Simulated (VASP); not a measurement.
# P2Se2O (P6/mmm) in VASP: a series of runs

The runs below take P2Se2O through single point, with PBE+D3(BJ).

All numbers are computed with VASP 6.6.1; they aren't measurements. Logs are shortened: lines on timing, memory, paths and dates and some standing lists are left out, and cuts for length are marked.

### Step 1. The cell of the first run

The structure is hexagonal, space group P6/mmm (No. 191). Conventional cell: a = 4.727 Å, b = 4.727 Å, c = 5.692 Å, α = 90.00°, β = 90.00°, γ = 120.00°. P (site symmetry 6mm) has 1 O at 1.63 Å within 2.2 Å. Within 3.6 Å of Se (site symmetry -6m2) lie 3 Se at 2.73 Å and 6 P at 2.99 Å. O (site symmetry 6/mmm) has 2 P at 1.63 Å within 2.2 Å.

### Step 2. Single point, PBE+D3(BJ)

Contents of INCAR:

```
  ALGO = Normal
  EDIFF = 1E-7
  ENCUT = 520
  GGA = PE
  ISIF = 2
  ISMEAR = 0
  IVDW = 12
  LASPH = T
  LCHARG = F
  LREAL = F
  LWAVE = F
  NBANDS = 22
  NELM = 80
  PREC = Accurate
  SIGMA = 0.1
```

Contents of KPOINTS:

```
k-points
0
Gamma
  6 6 4
```

Contents of POSCAR:

```
P2Se2O
1.0
    4.7273340209      0.0000000000      0.0000000000
   -2.3636670105      4.0939913543      0.0000000000
    0.0000000000      0.0000000000      5.6920604267
P Se O
2 2 1
Direct
    0.0000000000      0.0000000000      0.2131912318
    0.0000000000      0.0000000000      0.7868087682
    0.3333333333      0.6666666667      0.0000000000
    0.6666666667      0.3333333333      0.0000000000
    0.0000000000      0.0000000000      0.5000000000
```

Potentials or basis: VASP PAW PBE potentials, release 64 (P, Se, O).

The run is started by

```sh
$ cat potpaw_PBE.64/P/POTCAR potpaw_PBE.64/Se/POTCAR potpaw_PBE.64/O/POTCAR > POTCAR
$ mpirun -np 1 vasp_std > vasp.out
```

OUTCAR:

```text
EDIFF = 1E-7
   ENCUT = 520
   GGA = PE
   ISIF = 2
   ISMEAR = 0
   IVDW = 12
   LASPH = T
   LREAL = F
   NELM = 80
   PREC = Accurate
 IVDW          = 12

 ion  position               nearest neighbor table
   1  0.000  0.000  0.213-   5 1.63   2 2.43
   2  0.000  0.000  0.787-   5 1.63   1 2.43
   3  0.333  0.667  0.000-   4 2.73   4 2.73   4 2.73
   4  0.667  0.333  0.000-   3 2.73   3 2.73   3 2.73
   5  0.000  0.000  0.500-   1 1.63   2 1.63

  LATTYP: Found a hexagonal cell.
 ALAT       =     4.7273340209
 C/A-ratio  =     1.2040740937

  Lattice vectors:

 A1 = (   4.7273340209,   0.0000000000,   0.0000000000)
 A2 = (  -2.3636670105,   4.0939913543,   0.0000000000)
 A3 = (   0.0000000000,   0.0000000000,   5.6920604267)

Analysis of symmetry for initial positions (statically):
=====================================================================
 Subroutine PRICEL returns:
 Original cell was already a primitive cell.

 Routine SETGRP: Setting up the symmetry group for a
 hexagonal supercell.

 Subroutine GETGRP returns: Found 24 space group operations
 (whereof 24 operations were pure point group operations)
 out of a pool of 24 trial point group operations.

The static configuration has the point symmetry D_6h.

Analysis of symmetry for dynamics (positions and initial velocities):
=====================================================================
 Subroutine PRICEL returns:
 Original cell was already a primitive cell.

 Routine SETGRP: Setting up the symmetry group for a
 hexagonal supercell.

 Subroutine GETGRP returns: Found 24 space group operations
 (whereof 24 operations were pure point group operations)
 out of a pool of 24 trial point group operations.

The dynamic configuration has the point symmetry D_6h.

 Subroutine INISYM returns: Found 24 space group operations
 (whereof 24 operations are pure point group operations),
 and found     1 'primitive' translations

----------------------------------------------------------------------------------------

                                     Primitive cell

  volume of cell :     110.1622

  direct lattice vectors                    reciprocal lattice vectors
     4.727334021  0.000000000  0.000000000     0.211535719  0.122130204  0.000000000
    -2.363667010  4.093991354  0.000000000     0.000000000  0.244260408  0.000000000
     0.000000000  0.000000000  5.692060427     0.000000000  0.000000000  0.175683307

  length of vectors
     4.727334021  4.727334021  5.692060427     0.244260408  0.244260408  0.175683307

  position of ions in fractional coordinates (direct lattice)
     0.000000000  0.000000000  0.213191232
     0.000000000  0.000000000  0.786808768
     0.333333333  0.666666667  0.000000000
     0.666666667  0.333333333  0.000000000
     0.000000000  0.000000000  0.500000000

  ion indices of the primitive-cell ions
   primitive index   ion index
                 1           1
                 2           2
                 3           3
                 4           4
                 5           5

----------------------------------------------------------------------------------------

 KPOINTS: k-points

Automatic generation of k-mesh.
 Grid dimensions read from file:
 generate k-points for:    6    6    4

 Generating k-lattice:

  Cartesian coordinates                     Fractional coordinates (reciprocal lattice)
     0.035255953  0.020355034  0.000000000     0.166666667  0.000000000  0.000000000
     0.000000000  0.040710068  0.000000000     0.000000000  0.166666667  0.000000000
     0.000000000  0.000000000  0.043920827     0.000000000  0.000000000  0.250000000

  Length of vectors
     0.040710068  0.040710068  0.043920827

  Shift w.r.t. Gamma in fractional coordinates (k-lattice)
     0.000000000  0.000000000  0.000000000

 Subroutine IBZKPT returns following result:
 ===========================================

 Found     21 irreducible k-points:

 Following reciprocal coordinates:
            Coordinates               Weight
  0.000000  0.000000  0.000000      1.000000
  0.166667 -0.000000  0.000000      6.000000
  0.333333 -0.000000  0.000000      6.000000
  0.500000  0.000000  0.000000      3.000000
  0.166667  0.166667  0.000000      6.000000
  0.333333  0.166667  0.000000     12.000000
[... 13 lines left out ...]
  0.333333  0.166667  0.500000     12.000000
  0.333333  0.333333  0.500000      2.000000
   k-points           NKPTS =     21   k-points in BZ     NKDIM =     21   number of bands    NBANDS=     22
   number of dos      NEDOS =    301   number of ions     NIONS =      5
   total plane-waves  NPLWV =  54432
   dimension x,y,z NGX =    36 NGY =   36 NGZ =   42
   dimension x,y,z NGXF=    72 NGYF=   72 NGZF=   84
   ions per type =               2   2   1
   NGX,Y,Z   is equivalent  to a cutoff of  12.66, 12.66, 12.27 a.u.
   NGXF,Y,Z  is equivalent  to a cutoff of  25.32, 25.32, 24.53 a.u.
 SYSTEM =  unknown system
   PREC   = accura    normal or accurate (medium, high low for compatibility)
   ISTART =      0    job   : 0-new  1-cont  2-samecut
   ICHARG =      2    charge: 1-file 2-atom 10-const
   ISPIN  =      1    spin polarized calculation?
   LNONCOLLINEAR =      F non collinear calculations
   LSORBIT =      F    spin-orbit coupling
   LASPH  =      T    aspherical Exc in radial PAW
   ENCUT  =  520.0 eV  38.22 Ry    6.18 a.u.   8.79  8.79 10.58*2*pi/ulx,y,z
   NELM   =     80;   NELMIN=  2; NELMDL= -5     # of ELM steps
   EDIFF  = 0.1E-06   stopping-criterion for ELM
   LREAL  =      F    real-space projection
   EDIFFG = 0.1E-05   stopping-criterion for IOM
   NSW    =      0    number of steps for IOM
   IBRION =     -1    ionic relax: 0-MD 1-quasi-New 2-CG
   NFREE  =      0    steps in history (QN), initial steepest desc. (CG)
   ISIF   =      2    stress and relaxation
   ISYM   =      2    0-nonsym 1-usesym 2-fastsym
   POTIM  = 0.5000    time-step for ionic-motion
   TEBEG  =    0.0;   TEEND  =   0.0 temperature during run
   PSTRESS=    0.0 pullay stress
   NELECT =      28.0000    total number of electrons
   NUPDOWN=      -1.0000    fix difference up-down
   EMIN   =  10.00;   EMAX   =-10.00  energy-range for DOS
   EFERMI =   0.00;   METHOD = LEGACY
   ISMEAR =     0;   SIGMA  =   0.10  broadening in eV -4-tet -1-fermi 0-gaus
   EFERMI_NEDOS =   21; number of points for ismear=-14 and -15
   IALGO  =     38    algorithm
   IMIX   =      4    mixing-type and parameters
     AMIX     =   0.40;   BMIX     =  1.00
     AMIX_MAG =   1.60;   BMIX_MAG =  1.00
  volume/ion in A,a.u.               =      22.03       148.68
  Fermi-wavevector in a.u.,A,eV,Ry     =   1.037011  1.959666 14.631588  1.075391
  Thomas-Fermi vector in A             =   2.171428
   LORBIT       =      0    0 simple, 1 ext, 2 COOP (PROOUT), +10 PAW based schemes
   GGA     = PE    functional components
   LHFCALC =     F    Hartree Fock is set to
   AEXX    =    0.0000 exact exchange contribution
   IVDW    =    12    specifies the selected vdW correction
   LEPSILON=     F    determine dielectric tensor
   LRPA    =     F    only Hartree local field effects (RPA)
 non-spin polarized calculation
 Gauss-broadening in eV      SIGMA  =   0.10
  energy-cutoff  :      520.00
  volume of cell :      110.16
 maximum number of plane-waves:      3003
 NGX is ok and might be reduce to    36
   NGX = 17   NGY = 17   NGZ = 21

 number of electron      27.9999994 magnetization

 Free energy of the ion-electron system (eV)
  ---------------------------------------------------
  ext. energy  EPLUGINS =         0.00000000
  ---------------------------------------------------
  free energy    TOTEN  =       -21.54641986 eV

  energy without entropy =      -21.53162227  energy(sigma->0) =      -21.53902107

 E-fermi :   3.8968     XC(G=0):  -8.7361

 val. band max:        3.8841989571   @ k =   0.5000   0.0000   0.5000
 cond. band min:       3.9135288984   @ k =   0.3333   0.1667   0.0000
 fundamental gap:      0.0293299414
 Fermi energy:         3.8967762162

 k-point     1 :       0.0000    0.0000    0.0000
  band No.  band energies     occupation
      1     -18.7421      2.00000
      2     -11.8147      2.00000
      3      -9.5974      2.00000
      4      -7.1851      2.00000
      5      -5.6361      2.00000
      6      -2.8809      2.00000
[... 14 lines left out ...]
     21       9.8735      0.00000
     22       9.8735      0.00000

 k-point     2 :       0.1667   -0.0000    0.0000
  band No.  band energies     occupation
      1     -18.7397      2.00000
      2     -11.6139      2.00000
      3      -9.5829      2.00000
      4      -7.6293      2.00000
      5      -6.0265      2.00000
      6      -3.0380      2.00000
[... 14 lines left out ...]
     21      10.3635      0.00000
     22      10.8773      0.00000

 k-point     3 :       0.3333   -0.0000    0.0000
  band No.  band energies     occupation
      1     -18.7352      2.00000
      2     -11.0377      2.00000
      3      -9.5538      2.00000
      4      -8.6702      2.00000
      5      -6.6325      2.00000
      6      -3.3338      2.00000
[... 14 lines left out ...]
     21       9.9170      0.00000
     22      11.7023      0.00000
[... 401 lines left out ...]
 k-point    20 :       0.3333    0.1667    0.5000
  band No.  band energies     occupation
      1     -18.7196      2.00000
      2     -10.7833      2.00000
      3      -9.9252      2.00000
      4      -9.0294      2.00000
      5      -5.5559      2.00000
      6      -3.3004      2.00000
[... 14 lines left out ...]
     21      10.4553      0.00000
     22      11.0571      0.00000

 k-point    21 :       0.3333    0.3333    0.5000
  band No.  band energies     occupation
      1     -18.7188      2.00000
      2     -10.2447      2.00000
      3      -9.8237      2.00000
      4      -9.8237      2.00000
      5      -5.8162      2.00000
      6      -3.1295      2.00000
[... 14 lines left out ...]
     21      11.0215      0.00000
     22      11.0215      0.00000

------------------------ aborting loop because EDIFF is reached ----------------------------------------

 Edisp (eV)   -1.24212

 E8    (eV) :    -0.4693

  FORCE on cell =-STRESS in cart. coord.  units (eV):
  Direction    XX          YY          ZZ          XY          YZ          ZX
  --------------------------------------------------------------------------------------
  -------------------------------------------------------------------------------------
  Total       0.00602     0.00602    -0.47617    -0.00000     0.00000     0.00000
  in kB       0.08756     0.08756    -6.92533    -0.00000     0.00000     0.00000
  external pressure =       -2.25 kB  Pullay stress =        0.00 kB

 VOLUME and BASIS-vectors are now :
 -----------------------------------------------------------------------------
  energy-cutoff  :      520.00
  volume of cell :      110.16
      direct lattice vectors                 reciprocal lattice vectors
     4.727334021  0.000000000  0.000000000     0.211535719  0.122130204  0.000000000
    -2.363667010  4.093991354  0.000000000     0.000000000  0.244260408  0.000000000
     0.000000000  0.000000000  5.692060427     0.000000000  0.000000000  0.175683307

 POSITION                                       TOTAL-FORCE (eV/Angst)
 -----------------------------------------------------------------------------------
      0.00000      0.00000      1.21350        -0.000000      0.000000      0.141611
      0.00000      0.00000      4.47856         0.000000     -0.000000     -0.141611
     -0.00000      2.72933      0.00000        -0.000000     -0.000000      0.000000
      2.36367      1.36466      0.00000        -0.000000     -0.000000      0.000000
      0.00000      0.00000      2.84603        -0.000000     -0.000000      0.000000
 -----------------------------------------------------------------------------------
    total drift:                                0.000000      0.000000      0.000000

  FREE ENERGIE OF THE ION-ELECTRON SYSTEM (eV)
  ---------------------------------------------------
  free  energy   TOTEN  =       -22.7885376065 eV

  energy  without entropy=      -22.7737400216  energy(sigma->0) =      -22.78113881
```

Run time: 43 s. Hardware: 1 thread of Intel Xeon Platinum 8259CL at 2.50GHz (Skylake/Cascade Lake), shared host; peak memory 0.25 GiB.

What came out:

```yaml
Free_energy: -22.7885 eV
Pressure: -0.2 GPa
Largest_force: 0.142 eV/Å
Band_gap_on_the_k_mesh: zero (band 14 reaches 4.87 eV, above the bottom of band 15 at 3.08 eV)
Dispersion_energy_per_atom: -0.248 eV
```

Forces on the atoms (eV/Å):
```
P    0.000  0.000  0.142
P    0.000  0.000 -0.142
Se   0.000  0.000  0.000
Se   0.000  0.000  0.000
O    0.000  0.000  0.000
```

Stress tensor (GPa, compression positive):
```
 0.01  0.00  0.00
 0.00  0.01  0.00
 0.00  0.00 -0.69
```

Levels at points of the mesh, in eV from the Fermi level:
| k point | band 10 | band 11 | band 12 | band 13 | band 14 | band 15 | band 16 | band 17 | band 18 | band 19 |
| --- | --- | --- | --- | --- | --- | --- | --- | --- | --- | --- |
| (0.00, 0.00, 0.00) | -5.02 | -3.56 | -3.56 | -1.17 | -0.81 | -0.81 | -0.39 | -0.28 | 4.16 | 4.16 |
| (0.50, 0.00, 0.00) | -4.31 | -1.95 | -1.55 | -1.16 | -1.15 | 0.43 | 0.87 | 0.97 | 1.56 | 1.81 |
| (0.00, 0.00, 0.50) | -5.01 | -4.44 | -4.44 | -2.13 | -0.46 | 0.87 | 0.87 | 2.61 | 3.11 | 3.11 |
| (0.50, 0.00, 0.50) | -3.48 | -1.98 | -1.85 | -1.78 | -0.01 | 0.46 | 0.89 | 1.00 | 3.08 | 3.39 |

Caveat: pairwise dispersion overbinds metals, which lowers pressure and volume.

### Step 3. Single point, PBE+D3(BJ)

This run uses another cell than the first one, of 22.45 Å³/atom, 1.019 times its volume.

Contents of INCAR:

```
SYSTEM = P2Se2O
ALGO = Normal ; EDIFF = 1E-6
ENCUT = 520 ; GGA = PE
ISIF = 2 ; ISMEAR = 0
IVDW = 12 ; LASPH = .TRUE.
LCHARG = .FALSE. ; LREAL = .FALSE.
LWAVE = .FALSE. ; NBANDS = 22
NELM = 100 ; PREC = Accurate
SIGMA = 0.1
```

Contents of KPOINTS:

```
k-points
0
G
  6 6 4
  0 0 0
```

Contents of POSCAR:

```
P2Se2O
1.0
    4.7124710800      0.0000000000      0.0000000000
   -2.3562355400      4.0811196700      0.0000000000
    0.0000000000      0.0000000000      5.8357560600
P Se O
2 2 1
Direct
    0.0000000000      0.0000000000      0.1741474800
    0.0000000000      0.0000000000      0.8258525200
    0.3333333300      0.6666666700      0.0000000000
    0.6666666700      0.3333333300      0.0000000000
    0.0000000000      0.0000000000      0.5000000000
```

Potentials or basis: VASP PAW PBE potentials, release 64 (P, Se, O).

The run is started by

```sh
$ cat potpaw_PBE.64/P/POTCAR potpaw_PBE.64/Se/POTCAR potpaw_PBE.64/O/POTCAR > POTCAR
$ mpirun -np 1 vasp_std > vasp.out
```

Run time: 43 s. Hardware: 1 thread of Intel Xeon Platinum 8259CL at 2.50GHz (Skylake/Cascade Lake), shared host; peak memory 0.26 GiB.

The run converged. Its results:

```yaml
Free_energy: -21.7985 eV
Pressure: -0.9 GPa
Largest_force: 4.907 eV/Å
Band_gap_on_the_k_mesh: zero (band 14 reaches 4.43 eV, above the bottom of band 15 at 2.02 eV)
Dispersion_energy_per_atom: -0.243 eV
```

Forces on the atoms (eV/Å):
```
P    0.000  0.000  4.907
P    0.000  0.000 -4.907
Se   0.000  0.000  0.000
Se   0.000  0.000  0.000
O    0.000  0.000  0.000
```

Stress tensor (GPa, compression positive):
```
 0.89  0.00  0.00
 0.00  0.89  0.00
 0.00  0.00 -4.49
```

Levels at points of the mesh, in eV from the Fermi level:
```tsv
k point	band 12	band 13	band 14	band 15	band 16	band 17
(0.00, 0.00, 0.00)	-2.71	-1.37	-0.43	-0.31	-0.03	-0.03
(0.50, 0.00, 0.00)	-1.66	-1.22	-1.05	-0.42	0.35	0.52
(0.00, 0.00, 0.50)	-3.50	-2.02	-0.35	1.17	1.17	2.40
(0.50, 0.00, 0.50)	-2.30	-1.72	-0.10	0.53	0.80	1.08
```

Caveat: pairwise dispersion overbinds metals, which lowers pressure and volume; forces of over 1 eV/Å act on the atoms, so gaps and moduli don't describe the material at rest.
